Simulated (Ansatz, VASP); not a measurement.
**Two plane-wave programs on CrO2**

File INCAR:

```
ALGO = Normal
EDIFF = 1E-7
ENCUT = 520
GGA = PS
ISIF = 2
ISMEAR = 0
ISPIN = 2
LASPH = True
LCHARG = False
LMAXMIX = 4
LORBIT = 11
LREAL = False
LWAVE = False
MAGMOM = 1.87 0 0
NBANDS = 23
NELM = 150
PREC = Accurate
SIGMA = 0.05
```

File KPOINTS:

```
k-points
0
Gamma
  12 12 6
```

POSCAR

```
CrO2
1.0
    2.8569239495      0.0000000000      0.0000000000
   -1.4284619747      2.5236520913      0.0000000000
    0.0000000000      0.0000000000      4.8711828256
Cr O
1 2
Direct
    0.0000000000      0.0000000000      0.0000000000
    0.3333333333      0.6666666667      0.1938880501
    0.6666666667      0.3333333333      0.8061119499
```

Input for Ansatz:

```yaml
crystal:
  lattice:
    - [2.8569239495, 0.0, 0.0]
    - [-1.4284619747, 2.5236520913, 0.0]
    - [0.0, 0.0, 4.8711828256]
  atoms:
    - { symbol: Cr, position: [0.0, 0.0, 0.0], spin: 1.87 }
    - { symbol: O, position: [0.3333333333, 0.6666666667, 0.1938880501] }
    - { symbol: O, position: [0.6666666667, 0.3333333333, 0.8061119499] }
basis:
  ecutwfc: 420
  ecutrho_ratio: 4
kpoints:
  mp_grid: { grid: [12, 12, 6] }
hamiltonian:
  xc: pbesol
scf:
  occupations: { method: gaussian, width: 0.05 }
output:
  forces: true
  stress: true
  eigenvalues: true
  populations: true
magnetization:
  spin_polarized: true
```

Change from the starting cell: strain e2 = +0.02, atoms carried along.

Alike in both runs: task single point; functional PBEsol; k mesh 12 × 12 × 6; occupations gaussian, width 0.05 eV; collinear spin.

```csv
,VASP,Ansatz
version,VASP 6.6.1,Ansatz 0.2.0
potentials or method,"VASP PAW PBE potentials, release 64 (Cr_pv, O), cutoff 520 eV","scalar-relativistic, plane waves, PAW"
valence electrons in the cell,24,26
```

```tsv
	VASP	Ansatz	Ansatz less VASP
gap on the k mesh at the Fermi level (eV)	none	none	-
pressure (GPa)	-3.8	-4.3	-0.58
traceless stress, the component that is largest in VASP (GPa)	-2.56	-2.71	-0.149
rms of the force components (eV/Å)	0.102	0.126	+0.0241
net moment per atom (μB)	0.67	0.67	0.000
size of the moment on the site where the two differ most (μB)	2.06	1.72	-0.335
```

VASP's potentials were made for PBE, not for PBEsol. Site moments also hang on the region over which each program counts them. Atom by atom the forces differ by 0.025 eV/Å (rms over components). A gap of «none» marks a metal or a gap that the smearing closes. VASP's potentials hold 24 valence electrons a cell and Ansatz's 26, so a difference there can come from the potentials and not from the codes.
